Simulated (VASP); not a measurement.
# Be in VASP: further runs

The runs below take Be through single point, with PBE.

Program: VASP 6.6.1. These are calculated values, not measurements. Logs are shortened: lines on timing, memory, paths and dates and some standing lists are left out, and cuts for length are marked.

## (1) The cell of the first run

The typed cell holds 1 atom: a = 2.163 Å, b = 2.163 Å, c = 2.163 Å, α = 119.98°, β = 119.98°, γ = 90.04°.

## (2) Single point, PBE (volume scaled by 0.91, then relaxed in part)

File INCAR:

```
SYSTEM = Be
PREC = Accurate ; ENCUT = 520
EDIFF = 1E-6 ; ISMEAR = 0
SIGMA = 0.1 ; LREAL = .False.
LASPH = .True. ; NELM = 60
ALGO = Normal ; ISIF = 2
LWAVE = .False. ; LCHARG = .False.
GGA = PE ; NBANDS = 7
```

File KPOINTS:

```
Automatic mesh
0
Gamma
  34 34 34
  0 0 0
```

File POSCAR:

```
Be
1.0
   -1.0820000837      1.0820000837      1.5291930731
    1.0820000837     -1.0820000837      1.5291930731
    1.0820000837      1.0820000837     -1.5291930731
Be
1
Direct
    0.5000000000      0.5000000000      0.0000000000
```

Potentials or basis: VASP PAW PBE potentials, release 64 (Be).

Started as:

```bash
cat potpaw_PBE.64/Be/POTCAR > POTCAR
mpirun -np 1 vasp_std > vasp.out
```

OUTCAR:

```text
SYSTEM = Be
   PREC = Accurate
   ENCUT = 520
   EDIFF = 1E-6
   ISMEAR = 0
   LREAL = .False.
   LASPH = .True.
   NELM = 60
   ISIF = 2
   GGA = PE

 ion  position               nearest neighbor table
   1  0.500  0.500  0.000-

  LATTYP: Found a body centered tetragonal cell.
 ALAT       =     2.1640001674
 C/A-ratio  =     1.4133021763

  Lattice vectors:

 A1 = (  -1.0820000837,   1.0820000837,   1.5291930731)
 A2 = (   1.0820000837,  -1.0820000837,   1.5291930731)
 A3 = (   1.0820000837,   1.0820000837,  -1.5291930731)

Analysis of symmetry for initial positions (statically):
=====================================================================
 Subroutine PRICEL returns:
 Original cell was already a primitive cell.

 Routine SETGRP: Setting up the symmetry group for a
 body centered tetragonal supercell.

 Subroutine GETGRP returns: Found 16 space group operations
 (whereof 16 operations were pure point group operations)
 out of a pool of 16 trial point group operations.

The static configuration has the point symmetry D_4h.

Analysis of symmetry for dynamics (positions and initial velocities):
=====================================================================
 Subroutine PRICEL returns:
 Original cell was already a primitive cell.

 Routine SETGRP: Setting up the symmetry group for a
 body centered tetragonal supercell.

 Subroutine GETGRP returns: Found 16 space group operations
 (whereof 16 operations were pure point group operations)
 out of a pool of 16 trial point group operations.

The dynamic configuration has the point symmetry D_4h.

 Subroutine INISYM returns: Found 16 space group operations
 (whereof 16 operations are pure point group operations),
 and found     1 'primitive' translations

----------------------------------------------------------------------------------------

                                     Primitive cell

  volume of cell :       7.1611

  direct lattice vectors                    reciprocal lattice vectors
    -1.082000084  1.082000084  1.529193073     0.000000000  0.462107173  0.326969831
     1.082000084 -1.082000084  1.529193073     0.462107173  0.000000000  0.326969831
     1.082000084  1.082000084 -1.529193073     0.462107173  0.462107173  0.000000000

  length of vectors
     2.163302988  2.163302988  2.163302988     0.566085073  0.566085073  0.653518232

  position of ions in fractional coordinates (direct lattice)
     0.500000000  0.500000000  0.000000000

  ion indices of the primitive-cell ions
   primitive index   ion index
                 1           1

----------------------------------------------------------------------------------------

 KPOINTS: Automatic mesh

Automatic generation of k-mesh.
 Grid dimensions read from file:
 generate k-points for:   34   34   34

 Generating k-lattice:

  Cartesian coordinates                     Fractional coordinates (reciprocal lattice)
     0.000000000  0.013591387  0.009616760     0.029411765 -0.000000000  0.000000000
     0.013591387  0.000000000  0.009616760    -0.000000000  0.029411765  0.000000000
     0.013591387  0.013591387  0.000000000     0.000000000  0.000000000  0.029411765

  Length of vectors
     0.016649561  0.016649561  0.019221124

  Shift w.r.t. Gamma in fractional coordinates (k-lattice)
     0.000000000  0.000000000  0.000000000

 Subroutine IBZKPT returns following result:
 ===========================================

 Found   2844 irreducible k-points:

 Following reciprocal coordinates:
            Coordinates               Weight
  0.000000  0.000000  0.000000      1.000000
  0.029412  0.000000 -0.000000      8.000000
  0.058824  0.000000 -0.000000      8.000000
  0.088235  0.000000 -0.000000      8.000000
  0.117647  0.000000  0.000000      8.000000
  0.147059  0.000000 -0.000000      8.000000
[... 16 lines left out ...]
  0.147059  0.029412 -0.000000     16.000000
  0.176471  0.029412 -0.000000     16.000000
 [... further k-points ...]
   k-points           NKPTS =   2844   k-points in BZ     NKDIM =   2844   number of bands    NBANDS=      7
   number of dos      NEDOS =    301   number of ions     NIONS =      1
   total plane-waves  NPLWV =   4096
   dimension x,y,z NGX =    16 NGY =   16 NGZ =   16
   dimension x,y,z NGXF=    32 NGYF=   32 NGZF=   32
   ions per type =               1
   NGX,Y,Z   is equivalent  to a cutoff of  12.30, 12.30, 12.30 a.u.
   NGXF,Y,Z  is equivalent  to a cutoff of  24.59, 24.59, 24.59 a.u.
 SYSTEM =  Be
   PREC   = accura    normal or accurate (medium, high low for compatibility)
   ISTART =      0    job   : 0-new  1-cont  2-samecut
   ICHARG =      2    charge: 1-file 2-atom 10-const
   ISPIN  =      1    spin polarized calculation?
   LNONCOLLINEAR =      F non collinear calculations
   LSORBIT =      F    spin-orbit coupling
   LASPH  =      T    aspherical Exc in radial PAW
   ENCUT  =  520.0 eV  38.22 Ry    6.18 a.u.   4.02  4.02  4.02*2*pi/ulx,y,z
   NELM   =     60;   NELMIN=  2; NELMDL= -5     # of ELM steps
   EDIFF  = 0.1E-05   stopping-criterion for ELM
   LREAL  =      F    real-space projection
   EDIFFG = 0.1E-04   stopping-criterion for IOM
   NSW    =      0    number of steps for IOM
   IBRION =     -1    ionic relax: 0-MD 1-quasi-New 2-CG
   NFREE  =      0    steps in history (QN), initial steepest desc. (CG)
   ISIF   =      2    stress and relaxation
   ISYM   =      2    0-nonsym 1-usesym 2-fastsym
   POTIM  = 0.5000    time-step for ionic-motion
   TEBEG  =    0.0;   TEEND  =   0.0 temperature during run
   PSTRESS=    0.0 pullay stress
   NELECT =       2.0000    total number of electrons
   NUPDOWN=      -1.0000    fix difference up-down
   EMIN   =  10.00;   EMAX   =-10.00  energy-range for DOS
   EFERMI =   0.00;   METHOD = LEGACY
   ISMEAR =     0;   SIGMA  =   0.10  broadening in eV -4-tet -1-fermi 0-gaus
   EFERMI_NEDOS =   21; number of points for ismear=-14 and -15
   IALGO  =     38    algorithm
   IMIX   =      4    mixing-type and parameters
     AMIX     =   0.40;   BMIX     =  1.00
     AMIX_MAG =   1.60;   BMIX_MAG =  1.00
  volume/ion in A,a.u.               =       7.16        48.33
  Fermi-wavevector in a.u.,A,eV,Ry     =   1.070104  2.022203 15.580329  1.145122
  Thomas-Fermi vector in A             =   2.205804
   LORBIT       =      0    0 simple, 1 ext, 2 COOP (PROOUT), +10 PAW based schemes
   GGA     = PE    functional components
   LHFCALC =     F    Hartree Fock is set to
   AEXX    =    0.0000 exact exchange contribution
   IVDW    =     0    specifies the selected vdW correction
   LEPSILON=     F    determine dielectric tensor
   LRPA    =     F    only Hartree local field effects (RPA)
 non-spin polarized calculation
 Gauss-broadening in eV      SIGMA  =   0.10
  energy-cutoff  :      520.00
  volume of cell :        7.16
 maximum number of plane-waves:       202
   NGX =  9   NGY =  9   NGZ =  9

 number of electron       2.0000000 magnetization

 Free energy of the ion-electron system (eV)
  ---------------------------------------------------
  ext. energy  EPLUGINS =         0.00000000
  ---------------------------------------------------
  free energy    TOTEN  =        -3.65785936 eV

  energy without entropy =       -3.65753175  energy(sigma->0) =       -3.65769555

 E-fermi :   8.4453     XC(G=0): -10.9401

 val. band max:        8.4387510667   @ k =  -0.4706  -0.4706   0.2353
 cond. band min:       8.5341009843   @ k =  -0.4118   0.4118   0.3235
 fundamental gap:      0.0953499176
 Fermi energy:         8.4452647090

 k-point     1 :       0.0000    0.0000    0.0000
  band No.  band energies     occupation
      1      -4.0394      2.00000
      2      29.3694      0.00000
      3      29.3704      0.00000
      4      29.3704      0.00000
      5      39.3025      0.00000
      6      39.3025      0.00000
      7      39.3086      0.00000

 k-point     2 :       0.0294    0.0000   -0.0000
  band No.  band energies     occupation
      1      -4.0098      2.00000
      2      29.1095      0.00000
      3      29.3131      0.00000
      4      29.3134      0.00000
      5      38.7455      0.00000
      6      39.4105      0.00000
      7      39.4144      0.00000

 k-point     3 :       0.0588    0.0000   -0.0000
  band No.  band energies     occupation
      1      -3.9209      2.00000
      2      28.3539      0.00000
      3      29.1516      0.00000
      4      29.1522      0.00000
      5      38.0101      0.00000
      6      39.7183      0.00000
      7      39.7220      0.00000

 k-point     4 :       0.0882    0.0000   -0.0000
  band No.  band energies     occupation
      1      -3.7727      2.00000
      2      27.1906      0.00000
      3      28.9084      0.00000
      4      28.9103      0.00000
      5      37.5763      0.00000
      6      40.1777      0.00000
      7      40.1814      0.00000

 k-point     5 :       0.1176    0.0000    0.0000
  band No.  band energies     occupation
      1      -3.5651      2.00000
      2      25.7481      0.00000
      3      28.6125      0.00000
      4      28.6161      0.00000
      5      37.4466      0.00000
      6      40.7016      0.00000
      7      40.7067      0.00000
[... 161 lines left out ...]
 k-point    22 :       0.1176    0.0294   -0.0000
  band No.  band energies     occupation
      1      -3.4562      2.00000
      2      25.2179      0.00000
      3      27.8208      0.00000
      4      29.0016      0.00000
      5      37.2571      0.00000
      6      40.4576      0.00000
      7      41.6255      0.00000

 k-point    23 :       0.1471    0.0294   -0.0000
  band No.  band energies     occupation
      1      -3.1696      2.00000
      2      23.5909      0.00000
      3      27.4558      0.00000
      4      28.7349      0.00000
      5      37.4430      0.00000
      6      40.8000      0.00000
      7      41.8642      0.00000

 k-point    24 :       0.1765    0.0294   -0.0000
  band No.  band energies     occupation
      1      -2.8241      2.00000
      2      21.9113      0.00000
      3      27.1137      0.00000
      4      28.4418      0.00000
      5      37.7594      0.00000
      6      40.7884      0.00000
      7      41.6168      0.00000

 [... further k-points ...]

------------------------ aborting loop because EDIFF is reached ----------------------------------------

  FORCE on cell =-STRESS in cart. coord.  units (eV):
  Direction    XX          YY          ZZ          XY          YZ          ZX
  --------------------------------------------------------------------------------------
  -------------------------------------------------------------------------------------
  Total        0.6066030      0.6066030      0.6098915      0.0000000      0.0000000      0.0000000
  in kB      135.7182477    135.7182477    136.4540076      0.0000000      0.0000000      0.0000000
  external PRESSURE =     135.9635010 kB  Pullay stress =       0.0000000 kB

 VOLUME and BASIS-vectors are now :
 -----------------------------------------------------------------------------
  energy-cutoff  :      520.00
  volume of cell :        7.16
      direct lattice vectors                 reciprocal lattice vectors
    -1.082000084  1.082000084  1.529193073     0.000000000  0.462107173  0.326969831
     1.082000084 -1.082000084  1.529193073     0.462107173  0.000000000  0.326969831
     1.082000084  1.082000084 -1.529193073     0.462107173  0.462107173  0.000000000

 POSITION                                       TOTAL-FORCE (eV/Angst)
 -----------------------------------------------------------------------------------
      0.00000      0.00000      1.52919         0.000000      0.000000     -0.000000
 -----------------------------------------------------------------------------------
    total drift:                                0.000000      0.000000     -0.000000

  FREE ENERGIE OF THE ION-ELECTRON SYSTEM (eV)
  ---------------------------------------------------
  free  energy   TOTEN  =        -3.6578593597 eV

  energy  without entropy=       -3.6575317491  energy(sigma->0) =       -3.65769555
```

Run time: 28 s. Hardware: 1 thread of Intel Xeon Platinum 8488C (Sapphire Rapids), shared host; peak memory 0.22 GiB.

Results:

- Free energy: -3.6579 eV
- Pressure: 13.6 GPa
- Band gap on the k mesh: zero (band 1 reaches 9.10 eV, above the bottom of band 2 at 8.21 eV)

Levels at points of the mesh, in eV from the Fermi level:
| k point | band 1 | band 2 | band 3 | band 4 |
| --- | --- | --- | --- | --- |
| (0.00, 0.00, 0.00) | -12.48 | 20.92 | 20.93 | 20.93 |
| (0.50, 0.00, 0.00) | -5.75 | 0.25 | 17.73 | 17.76 |
| (0.50, 0.50, 0.00) | -2.93 | 4.16 | 10.19 | 10.20 |
| (0.50, 0.50, 0.50) | -2.92 | 4.18 | 10.17 | 10.17 |

## (3) Single point, PBE

This run uses another cell than the first one: it holds 2 atoms, not 1.

File INCAR:

```
SYSTEM = Be
  PREC = Accurate
  ENCUT = 520
  EDIFF = 1E-7
  ISMEAR = 0
  SIGMA = 0.1
  LREAL = .False.
  LASPH = .True.
  NELM = 100
  ALGO = Normal
  ISIF = 2
  LWAVE = .False.
  LCHARG = .False.
  GGA = PE
  NBANDS = 9
```

File KPOINTS:

```
Automatic mesh
0
Gamma
  8 8 6
  0 0 0
```

File POSCAR:

```
Be
1.0
    1.5851434501     -1.5567633141      0.0000000000
    1.5851434501      1.5567633141      0.0000000000
    0.0000000000      0.0000000000      3.1916945126
Be
2
Direct
    0.2500000000      0.7500000000      0.2499984633
    0.7500000000      0.2500000000      0.7500015367
```

Potentials or basis: VASP PAW PBE potentials, release 64 (Be).

Started as:

```bash
cat potpaw_PBE.64/Be/POTCAR > POTCAR
mpirun -np 1 vasp_std > vasp.out
```

OUTCAR:

```text
SYSTEM = Be
   PREC = Accurate
   ENCUT = 520
   EDIFF = 1E-7
   ISMEAR = 0
   LREAL = .False.
   LASPH = .True.
   NELM = 100
   ISIF = 2
   GGA = PE

 ion  position               nearest neighbor table
   1  0.250  0.750  0.250-   2 2.23   2 2.23   2 2.23   2 2.23   2 2.25   2 2.25   2 2.25   2 2.25

   2  0.750  0.250  0.750-   1 2.23   1 2.23   1 2.23   1 2.23   1 2.25   1 2.25   1 2.25   1 2.25

  LATTYP: Found a base centered orthorhombic cell.
 ALAT       =     3.1135266282
 B/A-ratio  =     1.0182302189
 C/A-ratio  =     1.0251058988

  Lattice vectors:

 A1 = (  -1.5851434501,  -1.5567633141,   0.0000000000)
 A2 = (   1.5851434501,  -1.5567633141,   0.0000000000)
 A3 = (   0.0000000000,   0.0000000000,   3.1916945126)

Analysis of symmetry for initial positions (statically):
=====================================================================
 Subroutine PRICEL returns following result:

  LATTYP: Found a face centered orthorhombic cell.
 ALAT       =     3.1135266283
 B/A-ratio  =     1.0182302189
 C/A-ratio  =     1.0251058988

  Lattice vectors:

[... 192 lines left out ...]
 fundamental gap:      0.2437692677
 Fermi energy:         7.5541828142

 k-point     1 :       0.0000    0.0000    0.0000
  band No.  band energies     occupation
      1      -4.3196      2.00000
      2       4.6584      2.00000
      3      11.0993      0.00000
      4      17.2595      0.00000
      5      17.4582      0.00000
      6      22.9981      0.00000
      7      26.9697      0.00000
      8      27.0017      0.00000
      9      27.0036      0.00000
[... 265 lines left out ...]
 k-point    24 :       0.2500    0.0000    0.1667
  band No.  band energies     occupation
      1      -2.6242      2.00000
      2       4.3869      2.00000
      3       9.5094      0.00000
      4      15.6602      0.00000
      5      18.1867      0.00000
      6      19.3597      0.00000
      7      24.1086      0.00000
      8      26.0914      0.00000
      9      28.4974      0.00000

 [... further k-points ...]

------------------------ aborting loop because EDIFF is reached ----------------------------------------

  FORCE on cell =-STRESS in cart. coord.  units (eV):
  Direction    XX          YY          ZZ          XY          YZ          ZX
  --------------------------------------------------------------------------------------
  -------------------------------------------------------------------------------------
  Total        0.0240739      0.0044250      0.0107366      0.0000000      0.0000000      0.0000000
  in kB        2.4485774      0.4500688      1.0920272      0.0000000      0.0000000      0.0000000
  external PRESSURE =       1.3302245 kB  Pullay stress =       0.0000000 kB

 VOLUME and BASIS-vectors are now :
 -----------------------------------------------------------------------------
  energy-cutoff  :      520.00
  volume of cell :       15.75
      direct lattice vectors                 reciprocal lattice vectors
     1.585143450 -1.556763314  0.000000000     0.315428865 -0.321179203  0.000000000
     1.585143450  1.556763314  0.000000000     0.315428865  0.321179203  0.000000000
     0.000000000  0.000000000  3.191694513     0.000000000  0.000000000  0.313313193

 POSITION                                       TOTAL-FORCE (eV/Angst)
 -----------------------------------------------------------------------------------
      1.58514      0.77838      0.79792        -0.000000      0.000000      0.000000
      1.58514     -0.77838      2.39378         0.000000      0.000000      0.000000
 -----------------------------------------------------------------------------------
    total drift:                               -0.000011      0.000000     -0.000070

  FREE ENERGIE OF THE ION-ELECTRON SYSTEM (eV)
  ---------------------------------------------------
  free  energy   TOTEN  =        -7.3859790018 eV

  energy  without entropy=       -7.3851390617  energy(sigma->0) =       -7.38555903
```

Run time: 4.6 s. Hardware: 1 thread of Intel Xeon 6975P-C (Granite Rapids), shared host; peak memory 0.12 GiB.

Results:

* Free energy: -7.3860 eV
* Pressure: 0.1 GPa
* Band gap on the k mesh: zero (band 2 reaches 8.40 eV, above the bottom of band 3 at 7.32 eV)

## (4) Single point, PBE

This run uses another cell than the first one: it holds 4 atoms, not 1.

File INCAR:

```
PREC = Accurate ; ENCUT = 520
EDIFF = 1E-7 ; ISMEAR = 0
SIGMA = 0.2 ; LREAL = F
LASPH = T ; NELM = 80
ALGO = Fast ; ISIF = 2
LWAVE = F ; LCHARG = F
GGA = PE ; NBANDS = 12
```

File KPOINTS:

```
regular mesh
0
Gamma
  10 6 6
```

File POSCAR:

```
Be
1.0
   -1.1165551103      1.1165551103     -1.5780297674
    3.3496653309      1.1165551103     -1.5780297674
   -1.1165551103     -3.3496653309     -1.5780297674
Be
4
Direct
    0.0000000000      0.2500000000      0.7500000000
    0.5000000000      0.7500000000      0.7500000000
    1.0000000000      0.7500000000      0.2500000000
    0.5000000000      0.2500000000      0.2500000000
```

Started as:

```bash
cat potpaw_PBE.64/Be/POTCAR > POTCAR
mpirun -np 1 vasp_std > vasp.out
```

It took 19 s on 1 thread of Intel Xeon 6975P-C (Granite Rapids), shared host; peak memory 0.15 GiB.

The run converged. Its results:

| Item | Value |
| --- | --- |
| Free energy | -14.7468 eV |
| Pressure | 0.2 GPa |
| Band gap on the k mesh | zero (band 4 reaches 8.52 eV, above the bottom of band 5 at 7.51 eV) |

Stress tensor (GPa, compression positive):
```
 0.03 -0.33  0.25
-0.33  0.03 -0.25
 0.25 -0.25  0.46
```

Levels at points of the mesh, in eV from the Fermi level:
```
           k point  band 1  band 2  band 3  band 4  band 5  band 6  band 7  band 8
(0.00, 0.00, 0.00)  -11.84   -5.26   -5.26   -2.64    0.05    0.05    3.87    9.57
(0.50, 0.00, 0.00)   -6.28   -6.28    0.99    0.99    1.00    1.00    3.17    3.17
(0.00, 0.50, 0.00)   -9.78   -9.78   -4.35   -4.35    2.69    2.69    9.22    9.22
(0.50, 0.50, 0.00)   -4.35   -4.35   -4.34   -4.34    2.68    2.68    2.69    2.69
(0.00, 0.50, 0.50)   -9.06   -9.06   -6.28   -6.28    4.59    4.59    9.70    9.70
(0.50, 0.50, 0.50)   -5.26   -5.26   -2.64   -2.62    0.05    0.05    3.87    3.89
```

(Part 1 of 2 ends here.)
